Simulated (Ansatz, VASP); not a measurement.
MgO in VASP and in Ansatz

The input INCAR:

```
  ALGO = Normal
  EDIFF = 1E-6
  ENCUT = 600
  GGA = PE
  GGA_COMPAT = False
  ISIF = 2
  ISMEAR = 1
  LASPH = True
  LCHARG = False
  LREAL = False
  LWAVE = False
  NBANDS = 11
  NELM = 120
  PREC = Accurate
  SIGMA = 0.3
```

KPOINTS

```
k-points
0
Gamma
  9 9 9
```

File POSCAR:

```
MgO
1.0
    0.0000000000      2.1525000000      2.1525000000
    2.1525000000      0.0000000000      2.1525000000
    2.1525000000      2.1525000000      0.0000000000
Mg O
1 1
Direct
    0.0000000000      0.0000000000      0.0000000000
    0.5000000000      0.5000000000      0.5000000000
```

Input for Ansatz:

```yaml
crystal:
  lattice:
    - [0.0, 2.1525, 2.1525]
    - [2.1525, 0.0, 2.1525]
    - [2.1525, 2.1525, 0.0]
  atoms:
    - { symbol: Mg, position: [0.0, 0.0, 0.0] }
    - { symbol: O, position: [0.5, 0.5, 0.5] }
hamiltonian:
  xc: pbe
  pseudopotentials: { kind: paw }
basis:
  ecutwfc: 420
kpoints:
  mp_grid: { grid: [9, 9, 9] }
scf:
  occupations: { method: cold, width: 0.3 }
  lower_state_search: "off"
  max_iter: 100
output:
  forces: true
  stress: true
```

Alike in both runs: task single point; functional PBE; k mesh 9 × 9 × 9; no spin polarisation.

|  | VASP | Ansatz |
| --- | --- | --- |
| version | VASP 6.6.1 | Ansatz 0.2.0 |
| potentials or method | VASP PAW PBE potentials, release 64 (Mg, O), cutoff 600 eV | PAW, plane waves, scalar-relativistic |
| occupations | methfessel-paxton of order 1, width 0.3 eV | cold, width 0.3 eV |
| valence electrons in the cell | 8 | 16 |

```csv
,VASP,Ansatz,Ansatz less VASP
pressure (GPa),-6.0,-5.0,+1.06
```

VASP's potentials hold 8 valence electrons a cell and Ansatz's 16, so a difference there can come from the potentials and not from the codes.
